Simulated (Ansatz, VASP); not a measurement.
## Two plane-wave programs on Pb

```
CELL_PARAMETERS angstrom
3.52437 0.00000 0.00000
-1.76218 3.05219 0.00000
0.00000 0.00000 11.72515
ATOMIC_POSITIONS crystal
Pb 0.66667 0.33333 0.75000
Pb 0.00000 0.00000 0.50000
Pb 0.33333 0.66667 0.25000
Pb 0.00000 0.00000 0.00000
```

Alike in both runs: task single point; functional PBEsol; k mesh 7 × 7 × 2; occupations fermi-dirac, width 0.05 eV; no spin polarisation.

|  | VASP | Ansatz |
| --- | --- | --- |
| version | VASP 6.6.1 | Ansatz 0.2.0 |
| potentials or method | VASP PAW PBE potentials, release 64 (Pb_d) | Ansatz PAW |
| plane-wave cutoff (eV) | 520 | 420 |
| valence electrons in the cell | 56 | 56 |

```tsv
	VASP	Ansatz	Ansatz less VASP
gap on the k mesh at the Fermi level (eV)	none	none	-
pressure (GPa)	-2.2	-2.0	+0.25
traceless stress, the component that is largest in VASP (GPa)	-1.34	-1.30	+0.040
```

VASP's potentials were made for PBE, not for PBEsol. A gap of «none» marks a metal or a gap that the smearing closes. The functional is the same, so the differences come from potentials, cutoffs and numerics.

Spin-orbit coupling is off throughout.
